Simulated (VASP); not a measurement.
# Pt (Fd-3m) in VASP: notebook

The runs below take Pt through single point, with PBEsol.

All numbers are computed with VASP 6.6.1; they aren't measurements. Logs are shortened: lines on timing, memory, paths and dates and some standing lists are left out, and cuts for length are marked.

### 1 The cell of the first run

The structure is cubic, space group Fd-3m (No. 227). The conventional cell has a = 5.693 Å, b = 5.693 Å, c = 5.693 Å, α = 90.00°, β = 90.00°, γ = 90.00°. Within 3.3 Å of Pt (site symmetry -43m) lie 4 Pt at 2.47 Å.

This isn't the form of Pt at room conditions, which is fcc.

### 2 Single point, PBEsol

INCAR

```
PREC = Accurate ; ENCUT = 520
EDIFF = 1E-7 ; ISMEAR = -1
SIGMA = 0.1 ; LREAL = F
LASPH = T ; NELM = 100
ALGO = Normal ; ISIF = 2
LWAVE = F ; LCHARG = T
GGA = PS ; LELF = T
LVHAR = T ; NBANDS = 17
```

KPOINTS

```
Automatic mesh
0
Gamma
  10 10 10
```

POSCAR

```
Pt
1.0
    0.0000000000      2.8465169987      2.8465169987
    2.8465169987      0.0000000000      2.8465169987
    2.8465169987      2.8465169987      0.0000000000
Pt
2
Direct
    0.1250000000      0.1250000000      0.1250000000
    0.8750000000      0.8750000000      0.8750000000
```

Potentials or basis: VASP PAW PBE potentials, release 64 (Pt).

The run is started by

```console
$ cat potpaw_PBE.64/Pt/POTCAR > POTCAR
$ mpirun -np 1 vasp_std > vasp.out
```

OUTCAR:

```text
PREC = Accurate
   ENCUT = 520
   EDIFF = 1E-7
   ISMEAR = -1
   LREAL = F
   LASPH = T
   NELM = 100
   ISIF = 2
   GGA = PS

 ion  position               nearest neighbor table
   1  0.125  0.125  0.125-   2 2.47   2 2.47   2 2.47   2 2.47
   2  0.875  0.875  0.875-   1 2.47   1 2.47   1 2.47   1 2.47

  LATTYP: Found a face centered cubic cell.
 ALAT       =     5.6930339974

  Lattice vectors:

 A1 = (   0.0000000000,   2.8465169987,   2.8465169987)
 A2 = (   2.8465169987,   0.0000000000,   2.8465169987)
 A3 = (   2.8465169987,   2.8465169987,   0.0000000000)

Analysis of symmetry for initial positions (statically):
=====================================================================
 Subroutine PRICEL returns:
 Original cell was already a primitive cell.

 Routine SETGRP: Setting up the symmetry group for a
 face centered cubic supercell.

 Subroutine GETGRP returns: Found 48 space group operations
 (whereof 12 operations were pure point group operations)
 out of a pool of 48 trial point group operations.

The static configuration has the point symmetry D_3d.
 The point group associated with its full space group is O_h .

Analysis of symmetry for dynamics (positions and initial velocities):
=====================================================================
 Subroutine PRICEL returns:
 Original cell was already a primitive cell.

 Routine SETGRP: Setting up the symmetry group for a
 face centered cubic supercell.

 Subroutine GETGRP returns: Found 48 space group operations
 (whereof 12 operations were pure point group operations)
 out of a pool of 48 trial point group operations.

The dynamic configuration has the point symmetry D_3d.
 The point group associated with its full space group is O_h .

 Subroutine INISYM returns: Found 48 space group operations
 (whereof 12 operations are pure point group operations),
 and found     1 'primitive' translations

----------------------------------------------------------------------------------------

                                     Primitive cell

  volume of cell :      46.1287

  direct lattice vectors                    reciprocal lattice vectors
     0.000000000  2.846516999  2.846516999    -0.175653263  0.175653263  0.175653263
     2.846516999  0.000000000  2.846516999     0.175653263 -0.175653263  0.175653263
     2.846516999  2.846516999  0.000000000     0.175653263  0.175653263 -0.175653263

  length of vectors
     4.025582945  4.025582945  4.025582945     0.304240377  0.304240377  0.304240377

  position of ions in fractional coordinates (direct lattice)
     0.125000000  0.125000000  0.125000000
     0.875000000  0.875000000  0.875000000

  ion indices of the primitive-cell ions
   primitive index   ion index
                 1           1
                 2           2

----------------------------------------------------------------------------------------

 KPOINTS: Automatic mesh

Automatic generation of k-mesh.
 Grid dimensions read from file:
 generate k-points for:   10   10   10

 Generating k-lattice:

  Cartesian coordinates                     Fractional coordinates (reciprocal lattice)
    -0.017565326  0.017565326  0.017565326     0.100000000  0.000000000  0.000000000
     0.017565326 -0.017565326  0.017565326     0.000000000  0.100000000  0.000000000
     0.017565326  0.017565326 -0.017565326     0.000000000  0.000000000  0.100000000

  Length of vectors
     0.030424038  0.030424038  0.030424038

  Shift w.r.t. Gamma in fractional coordinates (k-lattice)
     0.000000000  0.000000000  0.000000000

 Subroutine IBZKPT returns following result:
 ===========================================

 Found     47 irreducible k-points:

 Following reciprocal coordinates:
            Coordinates               Weight
  0.000000  0.000000  0.000000      1.000000
  0.100000  0.000000  0.000000      8.000000
  0.200000  0.000000  0.000000      8.000000
  0.300000  0.000000  0.000000      8.000000
  0.400000  0.000000  0.000000      8.000000
  0.500000  0.000000  0.000000      4.000000
[... 16 lines left out ...]
  0.300000  0.300000  0.000000      6.000000
  0.400000  0.300000  0.000000     24.000000
 [... further k-points ...]
   k-points           NKPTS =     47   k-points in BZ     NKDIM =     47   number of bands    NBANDS=     17
   number of dos      NEDOS =    301   number of ions     NIONS =      2
   total plane-waves  NPLWV =  27000
   dimension x,y,z NGX =    30 NGY =   30 NGZ =   30
   dimension x,y,z NGXF=    60 NGYF=   60 NGZF=   60
   ions per type =               2
   NGX,Y,Z   is equivalent  to a cutoff of  12.39, 12.39, 12.39 a.u.
   NGXF,Y,Z  is equivalent  to a cutoff of  24.78, 24.78, 24.78 a.u.
 SYSTEM =  unknown system
   PREC   = accura    normal or accurate (medium, high low for compatibility)
   ISTART =      0    job   : 0-new  1-cont  2-samecut
   ICHARG =      2    charge: 1-file 2-atom 10-const
   ISPIN  =      1    spin polarized calculation?
   LNONCOLLINEAR =      F non collinear calculations
   LSORBIT =      F    spin-orbit coupling
   LASPH  =      T    aspherical Exc in radial PAW
   ENCUT  =  520.0 eV  38.22 Ry    6.18 a.u.   7.48  7.48  7.48*2*pi/ulx,y,z
   NELM   =    100;   NELMIN=  2; NELMDL= -5     # of ELM steps
   EDIFF  = 0.1E-06   stopping-criterion for ELM
   LREAL  =      F    real-space projection
   EDIFFG = 0.1E-05   stopping-criterion for IOM
   NSW    =      0    number of steps for IOM
   IBRION =     -1    ionic relax: 0-MD 1-quasi-New 2-CG
   NFREE  =      0    steps in history (QN), initial steepest desc. (CG)
   ISIF   =      2    stress and relaxation
   ISYM   =      2    0-nonsym 1-usesym 2-fastsym
   POTIM  = 0.5000    time-step for ionic-motion
   TEBEG  =    0.0;   TEEND  =   0.0 temperature during run
   PSTRESS=    0.0 pullay stress
   NELECT =      20.0000    total number of electrons
   NUPDOWN=      -1.0000    fix difference up-down
   EMIN   =  10.00;   EMAX   =-10.00  energy-range for DOS
   EFERMI =   0.00;   METHOD = LEGACY
   ISMEAR =    -1;   SIGMA  =   0.10  broadening in eV -4-tet -1-fermi 0-gaus
   EFERMI_NEDOS =   21; number of points for ismear=-14 and -15
   IALGO  =     38    algorithm
   IMIX   =      4    mixing-type and parameters
     AMIX     =   0.40;   BMIX     =  1.00
     AMIX_MAG =   1.60;   BMIX_MAG =  1.00
  volume/ion in A,a.u.               =      23.06       155.65
  Fermi-wavevector in a.u.,A,eV,Ry     =   1.239066  2.341495 20.888809  1.535284
  Thomas-Fermi vector in A             =   2.373565
   LORBIT       =      0    0 simple, 1 ext, 2 COOP (PROOUT), +10 PAW based schemes
   GGA     = PS    functional components
   LHFCALC =     F    Hartree Fock is set to
   AEXX    =    0.0000 exact exchange contribution
   IVDW    =     0    specifies the selected vdW correction
   LEPSILON=     F    determine dielectric tensor
   LRPA    =     F    only Hartree local field effects (RPA)
 non-spin polarized calculation
  energy-cutoff  :      520.00
  volume of cell :       46.13
 maximum number of plane-waves:      1266
 NGX is ok and might be reduce to    30
   NGX = 15   NGY = 15   NGZ = 15

 number of electron      20.0000000 magnetization

 Free energy of the ion-electron system (eV)
  ---------------------------------------------------
  ext. energy  EPLUGINS =         0.00000000
  ---------------------------------------------------
  free energy    TOTEN  =       -11.45035504 eV

  energy without entropy =      -11.30503999  energy(sigma->0) =      -11.37769752

 E-fermi :   5.3910     XC(G=0): -10.8522

 val. band max:        5.3657121965   @ k =  -0.4000   0.3000   0.0000
 cond. band min:       5.4027552360   @ k =  -0.3000   0.1000   0.0000
 fundamental gap:      0.0370430395
 Fermi energy:         5.3910033634

 k-point     1 :       0.0000    0.0000    0.0000
  band No.  band energies     occupation
      1      -1.9690      2.00000
      2       0.6692      2.00000
      3       0.6692      2.00000
      4       0.8448      2.00000
      5       0.8448      2.00000
      6       0.8448      2.00000
[... 9 lines left out ...]
     16      17.2216      0.00000
     17      18.1460      0.00000

 k-point     2 :       0.1000    0.0000    0.0000
  band No.  band energies     occupation
      1      -1.8154      2.00000
      2       0.5375      2.00000
      3       0.5375      2.00000
      4       0.8300      2.00000
      5       1.0278      2.00000
      6       1.0278      2.00000
[... 9 lines left out ...]
     16      17.0065      0.00000
     17      18.4498      0.00000

 k-point     3 :       0.2000    0.0000    0.0000
  band No.  band energies     occupation
      1      -1.3870      2.00000
      2       0.4428      2.00000
      3       0.4428      2.00000
      4       0.7940      2.00000
      5       1.2267      2.00000
      6       1.2267      2.00000
[... 9 lines left out ...]
     16      17.6131      0.00000
     17      18.5224      0.00000

 k-point     4 :       0.3000    0.0000    0.0000
  band No.  band energies     occupation
      1      -0.8012      2.00000
      2       0.4597      2.00000
      3       0.4597      2.00000
      4       0.7494      2.00000
      5       1.2631      2.00000
      6       1.2631      2.00000
[... 9 lines left out ...]
     16      17.4252      0.00000
     17      18.6898      0.00000

 k-point     5 :       0.4000    0.0000    0.0000
  band No.  band energies     occupation
      1      -0.2866      2.00000
      2       0.5744      2.00000
      3       0.5744      2.00000
      4       0.6908      2.00000
      5       1.1304      2.00000
      6       1.1304      2.00000
[... 9 lines left out ...]
     16      17.1676      0.00000
     17      18.6956      0.00000

 k-point     6 :       0.5000    0.0000    0.0000
  band No.  band energies     occupation
      1      -0.0805      2.00000
      2       0.6482      2.00000
      3       0.6797      2.00000
      4       0.6797      2.00000
      5       1.0064      2.00000
      6       1.0064      2.00000
[... 9 lines left out ...]
     16      17.0646      0.00000
     17      18.6954      0.00000

 k-point     7 :       0.1000    0.1000    0.0000
  band No.  band energies     occupation
      1      -1.7626      2.00000
      2       0.3724      2.00000
      3       0.7658      2.00000
      4       0.8376      2.00000
      5       0.8376      2.00000
      6       1.1850      2.00000
[... 9 lines left out ...]
     16      16.9333      0.00000
     17      18.9080      0.00000

 k-point     8 :       0.2000    0.1000    0.0000
  band No.  band energies     occupation
      1      -1.4200      2.00000
      2       0.2450      2.00000
      3       0.6852      2.00000
      4       0.8067      2.00000
      5       1.0277      2.00000
      6       1.4034      2.00000
[... 9 lines left out ...]
     16      16.6218      0.00000
     17      18.8166      0.00000
[... 203 lines left out ...]
      1       0.1008      2.00000
      2       0.2304      2.00000
      3       0.5981      2.00000
      4       0.6133      2.00000
      5       1.5115      2.00000
      6       1.5127      2.00000
[... 9 lines left out ...]
     16      19.2368      0.00000
     17      19.4122      0.00000

 k-point    20 :      -0.4000    0.2000    0.0000
  band No.  band energies     occupation
      1       0.0992      2.00000
      2       0.3348      2.00000
      3       0.4442      2.00000
      4       0.7322      2.00000
      5       1.2515      2.00000
      6       1.7109      2.00000
[... 9 lines left out ...]
     16      18.7314      0.00000
     17      20.2301      0.00000

 k-point    21 :      -0.3000    0.2000    0.0000
  band No.  band energies     occupation
      1      -0.0973      2.00000
      2       0.2944      2.00000
      3       0.3817      2.00000
      4       0.8966      2.00000
      5       1.0064      2.00000
      6       1.8626      2.00000
[... 9 lines left out ...]
     16      18.3501      0.00000
     17      19.6460      0.00000

 k-point    22 :      -0.2000    0.2000    0.0000
  band No.  band energies     occupation
      1      -0.5792      2.00000
      2       0.2277      2.00000
      3       0.5539      2.00000
      4       0.7682      2.00000
      5       1.0586      2.00000
      6       1.7746      2.00000
[... 9 lines left out ...]
     16      17.9714      0.00000
     17      18.4827      0.00000

 k-point    23 :       0.3000    0.3000    0.0000
  band No.  band energies     occupation
      1      -0.2676      2.00000
      2      -0.0633      2.00000
      3       0.7615      2.00000
      4       0.7615      2.00000
      5       1.5048      2.00000
      6       1.5716      2.00000
[... 9 lines left out ...]
     16      15.1965      0.00000
     17      21.2325      0.00000

 k-point    24 :       0.4000    0.3000    0.0000
  band No.  band energies     occupation
      1      -0.0502      2.00000
      2       0.2151      2.00000
      3       0.6229      2.00000
      4       0.7218      2.00000
      5       1.4958      2.00000
      6       1.7436      2.00000
[... 9 lines left out ...]
     16      15.7580      0.00000
     17      21.5827      0.00000

 [... further k-points ...]
[... 5 lines left out ...]
  --------------------------------------------------------------------------------------
  -------------------------------------------------------------------------------------
  Total       -0.1184085     -0.1184085     -0.1184085      0.0000000     -0.0000000      0.0000000
  in kB       -4.1126542     -4.1126542     -4.1126542      0.0000000     -0.0000000      0.0000000
  external PRESSURE =      -4.1126542 kB  Pullay stress =       0.0000000 kB

 VOLUME and BASIS-vectors are now :
 -----------------------------------------------------------------------------
  energy-cutoff  :      520.00
  volume of cell :       46.13
      direct lattice vectors                 reciprocal lattice vectors
     0.000000000  2.846516999  2.846516999    -0.175653263  0.175653263  0.175653263
     2.846516999  0.000000000  2.846516999     0.175653263 -0.175653263  0.175653263
     2.846516999  2.846516999  0.000000000     0.175653263  0.175653263 -0.175653263

 POSITION                                       TOTAL-FORCE (eV/Angst)
 -----------------------------------------------------------------------------------
      0.71163      0.71163      0.71163         0.000000      0.000000      0.000000
      4.98140      4.98140      4.98140        -0.000000     -0.000000     -0.000000
 -----------------------------------------------------------------------------------
    total drift:                               -0.000000      0.000000      0.000000

  FREE ENERGIE OF THE ION-ELECTRON SYSTEM (eV)
  ---------------------------------------------------
  free  energy   TOTEN  =       -11.4503550420 eV

  energy  without entropy=      -11.3050399890  energy(sigma->0) =      -11.37769752
```

Wall time 43 s (1 thread of AMD EPYC 7R13, shared host); peak memory 0.15 GiB.

What came out:

* Free energy: -11.4504 eV
* Pressure: -0.4 GPa
* Band gap on the k mesh: zero (bands 10 and 11 overlap by 0.60 eV)

Caveat: the PAW data sets were made with another functional, which shifts forces and pressure a little; spin-orbit coupling is left out, which moves the levels of the heavy elements.

### 3 Single point, PBEsol (20.30 Å³/atom)

This run uses another cell than the first one, of 20.30 Å³/atom.

INCAR

```
PREC = Accurate ; ENCUT = 520
EDIFF = 1E-7 ; ISMEAR = -1
SIGMA = 0.1 ; LREAL = F
LASPH = T ; NELM = 100
ALGO = Normal ; ISIF = 2
LWAVE = F ; LCHARG = F
GGA = PS ; NBANDS = 17
```

KPOINTS

```
regular mesh
0
Gamma
  11 11 11
```

POSCAR

```
Pt
1.0
    0.0000000000      2.7277716142      2.7277716142
    2.7277716142      0.0000000000      2.7277716142
    2.7277716142      2.7277716142      0.0000000000
Pt
2
Direct
    0.1250000000      0.1250000000      0.1250000000
    0.8750000000      0.8750000000      0.8750000000
```

Potentials or basis: VASP PAW PBE potentials, release 64 (Pt).

The run is started by

```console
$ cat potpaw_PBE.64/Pt/POTCAR > POTCAR
$ mpirun -np 1 vasp_std > vasp.out
```

Wall time 54 s (1 thread of AMD EPYC 7R13, shared host); peak memory 0.16 GiB.

Results (log left out):

```
Free energy            : -11.1061 eV
Pressure               : 23.1 GPa
Band gap on the k mesh : zero (bands 10 and 11 overlap by 0.75 eV)
```

Levels at points of the mesh, in eV from the Fermi level:
| k point | band 6 | band 7 | band 8 | band 9 | band 10 | band 11 | band 12 | band 13 | band 14 | band 15 |
| --- | --- | --- | --- | --- | --- | --- | --- | --- | --- | --- |
| (0.00, 0.00, 0.00) | -5.39 | -2.40 | -2.40 | -2.40 | -0.02 | -0.02 | 10.93 | 11.12 | 12.66 | 12.66 |

Caveat: the cell stands under pressure; the PAW data sets were made with another functional, which shifts forces and pressure a little; spin-orbit coupling is left out, which moves the levels of the heavy elements.
